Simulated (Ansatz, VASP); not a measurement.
# Two plane-wave programs on AlAs

```
CELL_PARAMETERS angstrom
0.00000 2.90116 2.90116
2.90116 0.00000 2.90116
2.90116 2.90116 0.00000
ATOMIC_POSITIONS crystal
Al 0.00000 0.00000 0.00000
As 0.75000 0.75000 0.75000
```

Change from the starting cell: strain +0.025 along x and y, +0.025 along z, atoms carried along.

Alike in both runs: task single point; functional PBE; k mesh 8 × 8 × 8; occupations gaussian, width 0.05 eV; no spin polarisation.

```csv
,VASP,Ansatz
version,VASP 6.6.1,Ansatz 0.2.0
potentials or method,"VASP PAW PBE potentials, release 64 (Al, As), cutoff 500 eV","scalar-relativistic, plane waves, PAW"
valence electrons in the cell,8,18
```

```csv
,VASP,Ansatz,Ansatz less VASP
gap on the k mesh at the Fermi level (eV),1.49,1.48,-0.004
least direct gap on the mesh (eV),1.49,1.48,-0.004
pressure (GPa),-2.3,-2.4,-0.13
```

VASP's potentials hold 8 valence electrons a cell and Ansatz's 18, so a difference there can come from the potentials and not from the codes.
